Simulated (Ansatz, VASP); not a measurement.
**KZnCl3 in VASP and in Ansatz**

```
K Zn Cl
1.0
     4.90012   -0.03675    0.00000
    -0.03675    4.90012    0.00000
     0.00000    0.00000    4.90012
K Zn Cl
1 1 3
Direct
  0.00000 0.00000 0.00000
  0.50000 0.50000 0.50000
  0.50000 0.50000 0.00000
  0.50000 0.00000 0.50000
  0.00000 0.50000 0.50000
```

Change from the starting cell: shear_xy strain -1.5%.

Alike in both runs: task single point; functional PBE; k mesh 6 × 6 × 6; occupations fermi-dirac, width 0.02 eV; no spin polarisation.

```csv
,VASP,Ansatz
version,VASP 6.6.1,Ansatz 0.2.0
potentials or method,"VASP PAW PBE potentials, release 64 (K_sv, Zn, Cl)","plane waves, PAW"
plane-wave cutoff (eV),520,420
valence electrons in the cell,42,42
```

```tsv
	VASP	Ansatz	Ansatz less VASP
gap on the k mesh at the Fermi level (eV)	1.59	1.59	-0.001
pressure (GPa)	1.7	1.6	-0.05
traceless stress, the component that is largest in VASP (GPa)	0.30	0.30	0.000
```

With one functional, cell and mesh, what is left measures potentials, basis and numerics.
